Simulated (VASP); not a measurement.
# I in VASP: further runs

Aim: see how the results for I move with the level of theory and the settings. Levels: PBE-based screened hybrid with 25 % exact exchange, PBE+D3(BJ). Tasks: single point.

All numbers are computed with VASP 6.6.1; they aren't measurements. Logs are shortened: lines on timing, memory, paths and dates and some standing lists are left out, and cuts for length are marked.

**1. The cell of the first run**

It takes space group I4/mmm (No. 139, tetragonal). The conventional cell has a = 3.235 Å, b = 3.235 Å, c = 8.530 Å, α = 90.00°, β = 90.00°, γ = 90.00°. Within 4.3 Å of I (site symmetry 4/mmm) lie 4 I at 3.23 Å.

**2. Single point, PBE-based screened hybrid with 25 % exact exchange**

Input file POSCAR:

```
I
1.0
   -1.6174560000      1.6174560000      4.2648080000
    1.6174560000     -1.6174560000      4.2648080000
    1.6174560000      1.6174560000     -4.2648080000
I
1
Direct
    0.0000000000      0.0000000000      0.0000000000
```

Input file INCAR.step1:

```
  PREC = Accurate
  ENCUT = 520
  EDIFF = 1E-5
  ISMEAR = -1
  SIGMA = 0.05
  LREAL = F
  LASPH = T
  NELM = 60
  ALGO = Normal
  ISIF = 2
  LWAVE = T
  NBANDS = 10
  GGA = PE
```

Input file INCAR.step2:

```
  PREC = Accurate
  ENCUT = 520
  EDIFF = 1E-6
  ISMEAR = -1
  SIGMA = 0.05
  LREAL = F
  LASPH = T
  NELM = 60
  ALGO = Normal
  ISIF = 2
  LWAVE = F
  LCHARG = T
  GGA = PE
  LHFCALC = T
  AEXX = 0.25
  HFSCREEN = 0.15
  PRECFOCK = Normal
  LELF = T
  LVHAR = T
  NBANDS = 10
  ISTART = 1
```

Input file KPOINTS:

```
Automatic mesh
0
Gamma
  6 6 6
```

Potentials or basis: VASP PAW PBE potentials, release 64 (I).

Command:

```console
$ cat potpaw_PBE.64/I/POTCAR > POTCAR
$ cp INCAR.step1 INCAR
$ mpirun -np 1 vasp_std > vasp.out
$ cp INCAR.step2 INCAR
$ mpirun -np 1 vasp_std > vasp.out
```

OUTCAR:

```text
PREC = Accurate
   ENCUT = 520
   EDIFF = 1E-6
   ISMEAR = -1
   LREAL = F
   LASPH = T
   NELM = 60
   ISIF = 2
   GGA = PE
   LHFCALC = T
   AEXX = 0.25
   HFSCREEN = 0.15
   PRECFOCK = Normal
   ISTART = 1

 ion  position               nearest neighbor table
   1  0.000  0.000  0.000-

  LATTYP: Found a body centered tetragonal cell.
 ALAT       =     3.2349120000
 C/A-ratio  =     2.6367381864

  Lattice vectors:

 A1 = (  -1.6174560000,   1.6174560000,   4.2648080000)
 A2 = (   1.6174560000,  -1.6174560000,   4.2648080000)
 A3 = (   1.6174560000,   1.6174560000,  -4.2648080000)

Analysis of symmetry for initial positions (statically):
=====================================================================
 Subroutine PRICEL returns:
 Original cell was already a primitive cell.

 Routine SETGRP: Setting up the symmetry group for a
 body centered tetragonal supercell.

 Subroutine GETGRP returns: Found 16 space group operations
 (whereof 16 operations were pure point group operations)
 out of a pool of 16 trial point group operations.

The static configuration has the point symmetry D_4h.

Analysis of symmetry for dynamics (positions and initial velocities):
=====================================================================
 Subroutine PRICEL returns:
 Original cell was already a primitive cell.

 Routine SETGRP: Setting up the symmetry group for a
 body centered tetragonal supercell.

 Subroutine GETGRP returns: Found 16 space group operations
 (whereof 16 operations were pure point group operations)
 out of a pool of 16 trial point group operations.

The dynamic configuration has the point symmetry D_4h.

 Subroutine INISYM returns: Found 16 space group operations
 (whereof 16 operations are pure point group operations),
 and found     1 'primitive' translations

----------------------------------------------------------------------------------------

                                     Primitive cell

  volume of cell :      44.6297

  direct lattice vectors                    reciprocal lattice vectors
    -1.617456000  1.617456000  4.264808000     0.000000000  0.309127420  0.117238572
[... 84 lines left out ...]
   EDIFF  = 0.1E-05   stopping-criterion for ELM
   LREAL  =      F    real-space projection
   EDIFFG = 0.1E-04   stopping-criterion for IOM
   NSW    =      0    number of steps for IOM
   IBRION =     -1    ionic relax: 0-MD 1-quasi-New 2-CG
   NFREE  =      0    steps in history (QN), initial steepest desc. (CG)
   ISIF   =      2    stress and relaxation
   ISYM   =      3    0-nonsym 1-usesym 2-fastsym
   POTIM  = 0.5000    time-step for ionic-motion
   TEBEG  =    0.0;   TEEND  =   0.0 temperature during run
   PSTRESS=    0.0 pullay stress
   NELECT =       7.0000    total number of electrons
   NUPDOWN=      -1.0000    fix difference up-down
   EMIN   =  10.00;   EMAX   =-10.00  energy-range for DOS
   EFERMI =   0.00;   METHOD = LEGACY
   ISMEAR =    -1;   SIGMA  =   0.05  broadening in eV -4-tet -1-fermi 0-gaus
   EFERMI_NEDOS =   21; number of points for ismear=-14 and -15
   IALGO  =     38    algorithm
   IMIX   =      1    mixing-type and parameters
     AMIX     =   0.40;   BMIX     =  1.00
     AMIX_MAG =   1.60;   BMIX_MAG =  1.00
  volume/ion in A,a.u.               =      44.63       301.18
  Fermi-wavevector in a.u.,A,eV,Ry     =   0.882875  1.668392 10.605317  0.779469
  Thomas-Fermi vector in A             =   2.003566
   LORBIT       =      0    0 simple, 1 ext, 2 COOP (PROOUT), +10 PAW based schemes
   GGA     = PE    functional components
   LHFCALC =     T    Hartree Fock is set to
   PRECFOCK=normal    Normal, Fast or Accurate (Low or Medium for compatibility)
   ENCUT4O =  -1.0   cutoff for four orbital integrals eV
   NKREDX  =     1    reduce k-point grid by
   NKREDY  =     1    reduce k-point grid by
   NKREDZ  =     1    reduce k-point grid by
   AEXX    =    0.2500 exact exchange contribution
   HFSCREEN=    0.1500 screening length (either q_TF or 0.3 A-1)
   HFSCREENC=   0.1500 screening length for correlation (either q_TF or 0.3 A-1)
   ENCUTFOCK=  -1.0 apply spherical cutoff to Coloumb kernel
   IVDW    =     0    specifies the selected vdW correction
   LEPSILON=     F    determine dielectric tensor
   LRPA    =     F    only Hartree local field effects (RPA)
 non-spin polarized calculation
  energy-cutoff  :      520.00
  volume of cell :       44.63
 maximum number of plane-waves:      1216
  NGX = 28; NGY = 28; NGZ = 28

 number of electron       6.9999999 magnetization

 Free energy of the ion-electron system (eV)
  ---------------------------------------------------
  ext. energy  EPLUGINS =         0.00000000
  ---------------------------------------------------
  free energy    TOTEN  =        -1.78308069 eV

  energy without entropy =       -1.77141244  energy(sigma->0) =       -1.77724657

 E-fermi :   1.9274     XC(G=0):  -6.4434

 val. band max:        1.9080213285   @ k =  -0.3333   0.1667   0.0000
 cond. band min:       2.3006561421   @ k =   0.5000   0.1667  -0.0000
 fundamental gap:      0.3926348136
 Fermi energy:         1.9273550781

 k-point     1 :       0.0000    0.0000    0.0000
  band No.  band energies     occupation
      1     -13.0166      2.00000
      2      -0.6730      2.00000
      3       3.3735      0.00000
      4       3.3735      0.00000
      5       7.1630      0.00000
      6      10.4127      0.00000
      7      11.0565      0.00000
      8      15.7868      0.00000
      9      15.8536      0.00000
     10      15.8536      0.00000
[... 287 lines left out ...]
 k-point    24 :      -0.1667   -0.3333    0.1667
  band No.  band energies     occupation
      1     -12.6552      2.00000
      2      -1.2141      2.00000
      3       0.8917      2.00000
      4       3.5703      0.00000
      5       9.3800      0.00000
      6      10.8047      0.00000
      7      12.9806      0.00000
      8      13.7082      0.00000
      9      16.9388      0.00000
     10      17.5274      0.00000

 [... further k-points ...]
[... 5 lines left out ...]
  --------------------------------------------------------------------------------------
  -------------------------------------------------------------------------------------
  Total       -0.4049385     -0.4049385     -0.0008741      0.0000000      0.0000000      0.0000000
  in kB      -14.5370140    -14.5370140     -0.0313806      0.0000000      0.0000000      0.0000000
  external PRESSURE =      -9.7018029 kB  Pullay stress =       0.0000000 kB

 VOLUME and BASIS-vectors are now :
 -----------------------------------------------------------------------------
  energy-cutoff  :      520.00
  volume of cell :       44.63
      direct lattice vectors                 reciprocal lattice vectors
    -1.617456000  1.617456000  4.264808000     0.000000000  0.309127420  0.117238572
     1.617456000 -1.617456000  4.264808000     0.309127420  0.000000000  0.117238572
     1.617456000  1.617456000 -4.264808000     0.309127420  0.309127420  0.000000000

 POSITION                                       TOTAL-FORCE (eV/Angst)
 -----------------------------------------------------------------------------------
      0.00000      0.00000      0.00000         0.000000     -0.000000      0.000000
 -----------------------------------------------------------------------------------
    total drift:                                0.000000      0.000000      0.000000

  FREE ENERGIE OF THE ION-ELECTRON SYSTEM (eV)
  ---------------------------------------------------
  free  energy   TOTEN  =        -1.7830806898 eV

  energy  without entropy=       -1.7714124438  energy(sigma->0) =       -1.77724657
```

OUTCAR.step1:

```text
PREC = Accurate
   ENCUT = 520
   EDIFF = 1E-5
   ISMEAR = -1
   LREAL = F
[... 528 lines left out ...]

 POSITION                                       TOTAL-FORCE (eV/Angst)
 -----------------------------------------------------------------------------------
      0.00000      0.00000      0.00000         0.000000      0.000000      0.000000
 -----------------------------------------------------------------------------------
    total drift:                                0.000000      0.000000      0.000000

  FREE ENERGIE OF THE ION-ELECTRON SYSTEM (eV)
  ---------------------------------------------------
  free  energy   TOTEN  =        -1.3477564818 eV

  energy  without entropy=       -1.3351186938  energy(sigma->0) =       -1.34143759
```

It took 23 min on 1 thread of Intel Xeon Platinum 8488C (Sapphire Rapids), shared host; peak memory 0.31 GiB.

Results:

```
Free energy            : -1.7831 eV
Pressure               : -1.0 GPa
Band gap on the k mesh : zero (an odd number of electrons rules out a gap without spin polarisation)
```

Caveat: the PAW data sets were made with another functional, which shifts forces and pressure a little; spin-orbit coupling is left out, which moves the levels of the heavy elements; an odd number of electrons without spin polarisation forces a metal; a magnetic or distorted state may lie lower.

**3. Single point, PBE+D3(BJ), collinear spin, zero start (the cell strained at random)**

Input file INCAR:

```
SYSTEM = I
ALGO     = Normal         ! electronic algorithm
EDIFF    = 1E-6           ! SCF threshold, eV
ENCUT    = 520            ! plane-wave cutoff, eV
GGA      = PE             ! functional
ISIF     = 2              ! what is computed and relaxed
ISMEAR   = -1             ! smearing method
ISPIN    = 2              ! spin polarisation
IVDW     = 12             ! dispersion correction
LASPH    = .True.         ! aspherical terms in the spheres
LCHARG   = .False.        ! write CHGCAR
LORBIT   = 11             ! projections on sites
LREAL    = .False.        ! projectors in reciprocal space
LWAVE    = .False.        ! write WAVECAR
MAGMOM   = 0              ! initial moments
NBANDS   = 14             ! bands
NELM     = 150            ! most SCF steps
PREC     = Accurate       ! precision mode
SIGMA    = 0.05           ! smearing width, eV
```

Input file KPOINTS:

```
k-points
0
Gamma
  7 7 9
  0 0 0
```

Input file POSCAR:

```
I
1.0
   -1.5209630000      1.5887200000      4.2721740000
    1.6501150000     -1.6715840000      4.3525820000
    1.5231240000      1.6737450000     -4.3036010000
I
1
Direct
    0.0008890000      0.0326920000      0.0268570000
```

Potentials or basis: VASP PAW PBE potentials, release 64 (I).

Command:

```console
$ cat potpaw_PBE.64/I/POTCAR > POTCAR
$ mpirun -np 1 vasp_std > vasp.out
```

It took 6.6 min on 1 thread of Oxide Virtual Turin-like, shared host; peak memory 0.36 GiB.

The run converged. Its results:

- Free energy: -1.6988 eV
- Pressure: -0.7 GPa
- Net moment: 0.00 μB per cell
- Valence electrons inside the program's atomic spheres: I 4.18
- Dispersion energy per atom: -0.279 eV

Stress tensor (GPa, compression positive):
```
-0.45  0.02 -0.02
 0.02 -0.48  0.01
-0.02  0.01 -1.19
```

Levels at points of the mesh, in eV from the Fermi level:
Spin up:
```
           k point  band 2  band 3  band 4  band 5  band 6  band 7
(0.00, 0.00, 0.00)   -2.42    0.60    1.13    4.13    7.25    8.06
```
Spin down:
| k point | band 1 | band 2 | band 3 | band 4 | band 5 | band 6 | band 7 | band 8 | band 9 |
| --- | --- | --- | --- | --- | --- | --- | --- | --- | --- |
| (0.00, 0.00, 0.00) | -13.82 | -2.42 | 0.60 | 1.13 | 4.13 | 7.25 | 8.06 | 12.30 | 12.53 |

Caveat: the cell differs from its parent crystal (the cell strained at random); no moment was typed at the start, so none could form; spin-orbit coupling is left out, which moves the levels of the heavy elements.

The gap in the log of VASP goes by the Fermi energy; the results here count the filled bands.